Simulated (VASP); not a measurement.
# Re in VASP: a series of runs, part 2 of 3

VASP 6.6.1.

### Step 3. Single point, PBEsol, non-collinear spin, zero start, spin-orbit coupling

This run uses another cell than the first one, of 15.30 Å³/atom.

The input, INCAR:

```
ALGO = Fast
EDIFF = 1E-7
ENCUT = 520
GGA = PS
GGA_COMPAT = F
ISIF = 2
ISMEAR = -1
LASPH = T
LCHARG = F
LMAXMIX = 4
LNONCOLLINEAR = T
LORBIT = 11
LORBMOM = T
LREAL = F
LSORBIT = T
LWAVE = F
MAGMOM = 0 0 0 0 0 0
NBANDS = 26
NELM = 150
PREC = Accurate
SIGMA = 0.05
```

The input, KPOINTS:

```
k-points
0
Gamma
  11 11 6
```

The input, POSCAR:

```
Re
1.0
    2.7971304821      0.0000000000      0.0000000000
   -1.3985652410      2.4223860552      0.0000000000
    0.0000000000      0.0000000000      4.5168672541
Re
2
Direct
    0.6666666667      0.3333333333      0.7500000000
    0.3333333333      0.6666666667      0.2500000000
```

Potentials or basis: VASP PAW PBE potentials, release 64 (Re).

On the command line:

```bash
$ cat potpaw_PBE.64/Re/POTCAR > POTCAR
$ mpirun -np 1 vasp_ncl > vasp.out
```

OUTCAR:

```text
EDIFF = 1E-7
   ENCUT = 520
   GGA = PS
   ISIF = 2
   ISMEAR = -1
   LASPH = T
   LNONCOLLINEAR = T
   LORBIT = 11
   LREAL = F
   LSORBIT = T
   NELM = 150
   PREC = Accurate

 ion  position               nearest neighbor table
   1  0.667  0.333  0.750-   2 2.78   2 2.78   2 2.78   2 2.78   2 2.78   2 2.78
   2  0.333  0.667  0.250-   1 2.78   1 2.78   1 2.78   1 2.78   1 2.78   1 2.78

  LATTYP: Found a hexagonal cell.
 ALAT       =     2.7971304821
 C/A-ratio  =     1.6148217908

  Lattice vectors:

 A1 = (   2.7971304821,   0.0000000000,   0.0000000000)
 A2 = (  -1.3985652410,   2.4223860552,   0.0000000000)
 A3 = (   0.0000000000,   0.0000000000,   4.5168672541)

Analysis of symmetry for initial positions (statically):
=====================================================================
 Subroutine PRICEL returns:
 Original cell was already a primitive cell.

 Routine SETGRP: Setting up the symmetry group for a
 hexagonal supercell.

 Subroutine GETGRP returns: Found 24 space group operations
 (whereof 12 operations were pure point group operations)
 out of a pool of 24 trial point group operations.

The static configuration has the point symmetry D_3d.
 The point group associated with its full space group is D_6h.

Analysis of symmetry for dynamics (positions and initial velocities):
=====================================================================
 Subroutine PRICEL returns:
 Original cell was already a primitive cell.

 Routine SETGRP: Setting up the symmetry group for a
 hexagonal supercell.

 Subroutine GETGRP returns: Found 24 space group operations
 (whereof 12 operations were pure point group operations)
 out of a pool of 24 trial point group operations.

The dynamic configuration has the point symmetry D_3d.
 The point group associated with its full space group is D_6h.

Analysis of structural, dynamic, and magnetic symmetry:
=====================================================================
 Subroutine PRICEL returns:
 Original cell was already a primitive cell.

 Routine SETGRP: Setting up the symmetry group for a
 hexagonal supercell.

 Subroutine GETGRP returns: Found 24 space group operations
 (whereof 12 operations were pure point group operations)
 out of a pool of 24 trial point group operations.

The overall configuration has the point symmetry D_3d.
 The point group associated with its full space group is D_6h.

 Subroutine INISYM returns: Found 24 space group operations
 (whereof 12 operations are pure point group operations),
 and found     1 'primitive' translations

----------------------------------------------------------------------------------------

                                     Primitive cell

  volume of cell :      30.6051

  direct lattice vectors                    reciprocal lattice vectors
     2.797130482  0.000000000  0.000000000     0.357509243  0.206408057  0.000000000
    -1.398565241  2.422386055  0.000000000     0.000000000  0.412816115  0.000000000
     0.000000000  0.000000000  4.516867254     0.000000000  0.000000000  0.221392382

  length of vectors
[... 845 lines left out ...]
  --------------------------------------------------------------------------------------
  -------------------------------------------------------------------------------------
  Total       -3.2260131     -3.2260131     -3.2987233     -0.0000000     -0.0000000      0.0000000
  in kB     -168.8819762   -168.8819762   -172.6883603     -0.0000000     -0.0000000      0.0000000
  external PRESSURE =    -170.1507709 kB  Pullay stress =       0.0000000 kB

 VOLUME and BASIS-vectors are now :
 -----------------------------------------------------------------------------
  energy-cutoff  :      520.00
  volume of cell :       30.61
      direct lattice vectors                 reciprocal lattice vectors
     2.797130482  0.000000000  0.000000000     0.357509243  0.206408057  0.000000000
    -1.398565241  2.422386055  0.000000000     0.000000000  0.412816115  0.000000000
     0.000000000  0.000000000  4.516867254     0.000000000  0.000000000  0.221392382

 POSITION                                       TOTAL-FORCE (eV/Angst)
 -----------------------------------------------------------------------------------
      1.39857      0.80746      3.38765         0.000000     -0.000000      0.000000
     -0.00000      1.61492      1.12922        -0.000000      0.000000     -0.000000
 -----------------------------------------------------------------------------------
    total drift:                                0.000000      0.000000     -0.000000

  FREE ENERGIE OF THE ION-ELECTRON SYSTEM (eV)
  ---------------------------------------------------
  free  energy   TOTEN  =       -27.3306789112 eV

  energy  without entropy=      -27.3152670604  energy(sigma->0) =      -27.32297299

 orbital moment (x)

 # of ion     p       d       tot
 ----------------------------------------
  1        -0.000  -0.000  -0.000
  2        -0.000  -0.000  -0.000
 ----------------------------------------
           -0.000  -0.000  -0.000

 orbital moment (y)

 # of ion     p       d       tot
 ----------------------------------------
  1         0.000  -0.000  -0.000
  2        -0.000  -0.000  -0.000
 ----------------------------------------
            0.000  -0.000  -0.000

 orbital moment (z)

 # of ion     p       d       tot
 ----------------------------------------
  1         0.000   0.000   0.000
  2         0.000   0.000   0.000
 ----------------------------------------
            0.000   0.000   0.000

 Spin-Orbit-Coupling matrix elements

 Ion:    1  E_soc:     -0.6820929
 l=   1
     0.0000000    -0.0414590    -0.0406861
    -0.0414590     0.0000000    -0.0414590
    -0.0406861    -0.0414590     0.0000000
 l=   2
     0.0000000    -0.0140038     0.0000000    -0.0140038    -0.0583735
    -0.0140038     0.0000000    -0.0443438    -0.0143659    -0.0140038
     0.0000000    -0.0443438     0.0000000    -0.0443438     0.0000000
    -0.0140038    -0.0143659    -0.0443438     0.0000000    -0.0140038
    -0.0583735    -0.0140038     0.0000000    -0.0140038     0.0000000
 l=   3
     0.0000000     0.0000000     0.0000000     0.0000000     0.0000000     0.0000000     0.0000000
     0.0000000     0.0000000     0.0000000     0.0000000     0.0000000     0.0000000     0.0000000
     0.0000000     0.0000000     0.0000000     0.0000000     0.0000000     0.0000000     0.0000000
     0.0000000     0.0000000     0.0000000     0.0000000     0.0000000     0.0000000     0.0000000
     0.0000000     0.0000000     0.0000000     0.0000000     0.0000000     0.0000000     0.0000000
     0.0000000     0.0000000     0.0000000     0.0000000     0.0000000     0.0000000     0.0000000
     0.0000000     0.0000000     0.0000000     0.0000000     0.0000000     0.0000000     0.0000000

 Ion:    2  E_soc:     -0.6820929
 l=   1
     0.0000000    -0.0414590    -0.0406861
    -0.0414590     0.0000000    -0.0414590
    -0.0406861    -0.0414590     0.0000000
 l=   2
     0.0000000    -0.0140038     0.0000000    -0.0140038    -0.0583735
    -0.0140038     0.0000000    -0.0443438    -0.0143659    -0.0140038
     0.0000000    -0.0443438     0.0000000    -0.0443438     0.0000000
    -0.0140038    -0.0143659    -0.0443438     0.0000000    -0.0140038
    -0.0583735    -0.0140038     0.0000000    -0.0140038     0.0000000
 l=   3
     0.0000000     0.0000000     0.0000000     0.0000000     0.0000000     0.0000000     0.0000000
     0.0000000     0.0000000     0.0000000     0.0000000     0.0000000     0.0000000     0.0000000
     0.0000000     0.0000000     0.0000000     0.0000000     0.0000000     0.0000000     0.0000000
     0.0000000     0.0000000     0.0000000     0.0000000     0.0000000     0.0000000     0.0000000
     0.0000000     0.0000000     0.0000000     0.0000000     0.0000000     0.0000000     0.0000000
     0.0000000     0.0000000     0.0000000     0.0000000     0.0000000     0.0000000     0.0000000
     0.0000000     0.0000000     0.0000000     0.0000000     0.0000000     0.0000000     0.0000000

 total charge

# of ion       s       p       d       tot
------------------------------------------
    1        0.604   0.655   4.746   6.005
    2        0.604   0.655   4.746   6.005
--------------------------------------------------
tot          1.209   1.310   9.492  12.011

 magnetization (x)

# of ion       s       p       d       tot
------------------------------------------
    1        0.000   0.000   0.000   0.000
    2       -0.000   0.000   0.000  -0.000
--------------------------------------------------
tot          0.000   0.000   0.000   0.000

 magnetization (y)

# of ion       s       p       d       tot
------------------------------------------
    1       -0.000   0.000  -0.000  -0.000
    2       -0.000   0.000  -0.000  -0.000
--------------------------------------------------
tot         -0.000   0.000  -0.000  -0.000

 magnetization (z)

# of ion       s       p       d       tot
------------------------------------------
    1        0.000   0.000   0.000   0.000
    2        0.000   0.000   0.000   0.000
--------------------------------------------------
tot          0.000   0.000   0.000   0.000
```

It took 2.2 min on 1 thread of Intel Xeon 6975P-C (Granite Rapids), shared host; peak memory 0.27 GiB.

What came out:

| Property | Result |
| --- | --- |
| Free energy | -27.3307 eV |
| Pressure | -17.0 GPa |
| Net moment | 0.00 μB per cell |
| Valence electrons inside the program's atomic spheres | Re 6.00 |

Moments on the atoms (μB; x, y, z):
```
Re  0.00 0.00 0.00
Re  0.00 0.00 0.00
```

Caveat: the cell stands under tension; the PAW data sets were made with another functional, which shifts forces and pressure a little.

(Continued in part 3 of 3.)
